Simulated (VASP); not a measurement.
Input of a VASP 6.6.1 run:

The input INCAR:

```
SYSTEM = Si2Mo
PREC     = Accurate       ! precision mode
ENCUT    = 600            ! plane-wave cutoff, eV
EDIFF    = 1E-7           ! SCF threshold, eV
ISMEAR   = -1             ! smearing method
SIGMA    = 0.05           ! smearing width, eV
LREAL    = .FALSE.        ! projectors in reciprocal space
LASPH    = .TRUE.         ! aspherical terms in the spheres
NELM     = 60             ! most SCF steps
ALGO     = Normal         ! electronic algorithm
ISIF     = 3              ! what is computed and relaxed
LWAVE    = .FALSE.        ! write WAVECAR
LCHARG   = .FALSE.        ! write CHGCAR
GGA      = PE             ! functional
IBRION   = 2              ! ionic algorithm
NSW      = 60             ! ionic steps
EDIFFG   = -0.005         ! ionic threshold
```

The input KPOINTS:

```
regular mesh
0
G
  15 15 15
  0 0 0
```

POSCAR

```
Si2Mo
1.0
   -1.5502181398      1.5502181398      3.7980344424
    1.5502181398     -1.5502181398      3.7980344424
    1.5502181398      1.5502181398     -3.7980344424
Mo Si
1 2
Direct
    0.0000000000      0.0000000000      0.0000000000
    0.3350000000      0.3350000000      0.0000000000
   -0.3350000000     -0.3350000000      0.0000000000
```

Potentials or basis: VASP PAW PBE potentials, release 64 (Mo_sv, Si).

Launch:

```console
$ cat potpaw_PBE.64/Mo_sv/POTCAR potpaw_PBE.64/Si/POTCAR > POTCAR
$ mpirun -np 1 vasp_std > vasp.out
```

Q: Estimate the band gap on the k mesh.

A: Zero (bands 11 and 12 overlap by 0.89 eV).

Q: Estimate the relaxed volume.

A: 13.59 Å³/atom.

Q: Predict the relaxed cell.

A: a = 4.547 Å, b = 4.547 Å, c = 4.547 Å, α = 138.56°, β = 138.56°, γ = 60.04°.

Q: Predict the space group after relaxing (to 0.1 Å).

A: I4/mmm (No. 139).

The path:
| step | energy change (eV) | largest force (eV/Å) | pressure (GPa) | volume (Å³) |
| --- | --- | --- | --- | --- |
| 1 | 0.0000 | 0.2715 | 29.09 | 36.51 |
| 2 | 0.5155 | 0.5192 | -25.93 | 49.47 |
| 3 | -0.3463 | 0.1342 | -1.20 | 40.96 |
| 4 | -0.3474 | 0.1189 | -0.10 | 40.74 |
| 5 | -0.3473 | 0.1126 | 0.35 | 40.65 |
| 6 | -0.3489 | 0.0225 | 0.25 | 40.71 |
| 7 | -0.3489 | 0.0346 | 0.26 | 40.71 |
| 8 | -0.3490 | 0.0104 | -0.31 | 40.82 |
| 9 | -0.3490 | 0.0189 | -0.10 | 40.78 |
| 10 | -0.3490 | 0.0000 | 0.02 | 40.76 |
